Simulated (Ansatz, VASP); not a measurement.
Zn2Cd3Se5: VASP beside Ansatz

```
CELL_PARAMETERS angstrom
0.00022 -4.25008 0.00005
4.24711 -0.00021 -0.00016
-2.12331 2.12652 15.05025
ATOMIC_POSITIONS crystal
Zn 0.90323 0.90178 0.80354
Zn 0.09784 0.09864 0.19654
Cd 0.69582 0.69762 0.39309
Cd 0.30375 0.30210 0.60700
Cd 0.49945 0.49996 0.00009
Se 0.24938 0.74898 0.49996
Se 0.85755 0.35708 0.71436
Se 0.44743 0.94620 0.89257
Se 0.05316 0.55399 0.10734
Se 0.64238 0.14365 0.28552
```

Change from the starting cell: cell x1, atoms moved at random (sigma 0.05 Å) and cell strained at random (1.5 %), then relaxed without symmetry.

Alike in both runs: functional PBE; k mesh 4 × 4 × 4; occupations gaussian, width 0.1 eV; no spin polarisation.

Ansatz relaxed the structure, and its values are those at the end. VASP's run is a single point on that final structure, the one shown.

```csv
,VASP,Ansatz
version,VASP 6.6.1,Ansatz 0.2.0
potentials or method,"VASP PAW PBE potentials, release 64 (Zn, Cd, Se), cutoff 520 eV","scalar-relativistic, plane waves, PAW"
valence electrons in the cell,90,164
```

VASP gave:

| Quantity | Value |
| --- | --- |
| gap on the k mesh at the Fermi level (eV) | 0.64 |
| least direct gap on the mesh (eV) | 0.64 |
| pressure (GPa) | 0.2 |
| rms of the force components (eV/Å) | 0.006 |

What did Ansatz give for the same quantities?

gap on the k mesh at the Fermi level (eV): 0.64; least direct gap on the mesh (eV): 0.64; pressure (GPa): 0.0; rms of the force components (eV/Å): 0.003.

VASP's potentials hold 90 valence electrons a cell and Ansatz's 164, so a difference there can come from the potentials and not from the codes.
